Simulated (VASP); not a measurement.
# MoS2: relaxation of shape and atoms at fixed volume with r2SCAN+D3(BJ)

MoS2:

```
Mo S
1.0
     3.12267    0.00000    0.00000
    -1.56133    2.70431    0.00000
     0.00000    0.00000   11.95018
Mo S
2 4
Direct
  0.33333 0.66667 0.25000
  0.66667 0.33333 0.75000
  0.33333 0.66667 0.62129
  0.66667 0.33333 0.12129
  0.33333 0.66667 0.87871
  0.66667 0.33333 0.37871
```

```
Program                : VASP 6.6.1
Task                   : relaxation of shape and atoms at fixed volume
Functional             : r2SCAN
Dispersion             : D3(BJ)
Potentials or basis    : VASP PAW PBE potentials, release 64 (Mo_sv, S)
Cutoff                 : 600 eV
k mesh                 : 12 × 12 × 4
Occupations            : gaussian, width 0.02 eV
Spin                   : no spin polarisation
Dipole correction      : no
Further INCAR settings : ALGO = Normal; EDIFF = 1e-06; IBRION = 2; EDIFFG = -0.01; NSW = 50; ISIF = 4
```

```yaml
Energy_gained_by_relaxing: 5.8 meV/atom
Ionic_steps: 5
Pressure_after_relaxing: 3.8 GPa
Largest_force_after_relaxing: 0.004 eV/Å
Band_gap_on_the_k_mesh: 0.78 eV (least direct gap 1.82 eV)
Dispersion_energy_per_atom: -0.214 eV
```

Forces on the atoms (eV/Å):
```
Mo   0.000  0.000  0.000
Mo   0.000  0.000  0.000
S    0.000  0.000 -0.004
S    0.000  0.000 -0.004
S    0.000  0.000  0.004
S    0.000  0.000  0.004
```

The path:
| step | energy change (eV) | largest force (eV/Å) | pressure (GPa) | volume (Å³) |
| --- | --- | --- | --- | --- |
| 1 | 0.0000 | 0.5517 | 7.25 | 100.92 |
| 2 | -0.0233 | 0.0772 | 4.29 | 100.92 |
| 3 | -0.0243 | 0.0289 | 4.78 | 100.92 |
| 4 | -0.0336 | 0.0138 | 4.15 | 100.92 |
| 5 | -0.0347 | 0.0044 | 3.84 | 100.92 |

Final structure:
```xyz
6
Lattice="3.1394 0.0000 0.0000 -1.5697 2.7188 0.0000 0.0000 0.0000 11.8232" Properties=species:S:1:pos:R:3 pbc="T T T"
Mo    0.0000    1.8125    2.9558
Mo    1.5697    0.9063    8.8674
S     0.0000    1.8125    7.3125
S     1.5697    0.9063    1.4009
S     0.0000    1.8125   10.4223
S     1.5697    0.9063    4.5107
```

Levels at points of the mesh, in eV from the valence-band top:
```
           k point  band 23  band 24  band 25  band 26  band 27  band 28  band 29  band 30
(0.00, 0.00, 0.00)    -2.46    -1.44    -1.13     0.00     2.12     2.12     2.17     2.17
(0.50, 0.00, 0.00)    -2.12    -1.78    -1.71    -1.51     1.62     1.69     2.01     2.36
(0.00, 0.00, 0.50)    -2.50    -2.50    -0.28    -0.28     2.12     2.12     2.12     2.12
(0.50, 0.00, 0.50)    -1.95    -1.95    -1.59    -1.59     1.65     1.65     2.20     2.20
```

It took 32 min on 4 MPI ranks on Oxide Virtual Turin-like Processor, with other jobs on the host, peak memory 0.39 GiB a rank.

Caveat: the PAW data sets were made with another functional, which shifts forces and pressure a little. A k mesh can miss the band edges.
